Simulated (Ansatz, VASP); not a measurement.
# One calculation of Ti12HN12, two programs

```
Ti N H
1.0
     5.94736    0.00000    0.00000
     0.00000    5.94736    0.00000
     0.00000    0.00000   21.65336
Ti N H
12 12 1
Direct
  0.25000 0.25000 0.18473
  0.25000 0.75000 0.18473
  0.75000 0.25000 0.18473
  0.75000 0.75000 0.18473
  0.00000 0.00000 0.28018
  0.00000 0.50000 0.28018
  0.50000 0.00000 0.28018
  0.50000 0.50000 0.28018
  0.25000 0.25000 0.37159
  0.25000 0.75000 0.37159
  0.75000 0.25000 0.37159
  0.75000 0.75000 0.37159
  0.00000 0.00000 0.18473
  0.00000 0.50000 0.18473
  0.50000 0.00000 0.18473
  0.50000 0.50000 0.18473
  0.25000 0.25000 0.27868
  0.25000 0.75000 0.27868
  0.75000 0.25000 0.27868
  0.75000 0.75000 0.27868
  0.00000 0.00000 0.38116
  0.00000 0.50000 0.38116
  0.50000 0.00000 0.38116
  0.50000 0.50000 0.38116
  0.08333 0.08333 0.53818
```

Alike in both runs: task single point; functional PBE; dispersion D3(BJ); k mesh 5 × 5 × 1; occupations gaussian, width 0.1 eV; no spin polarisation.

|  | VASP | Ansatz |
| --- | --- | --- |
| version | VASP 6.6.1 | Ansatz 0.2.0 |
| potentials or method | VASP PAW PBE potentials, release 64 (Ti_sv, N, H), cutoff 520 eV | scalar-relativistic, plane waves, PAW |
| valence electrons in the cell | 205 | 205 |

```csv
,VASP,Ansatz,Ansatz less VASP
gap on the k mesh at the Fermi level (eV),none,none,-
rms of the force components (eV/Å),0.621,0.617,-0.0032
```

A gap of «none» marks a metal or a gap that the smearing closes. Ansatz's warnings: vacuum below fermi, vacuum density over bound.
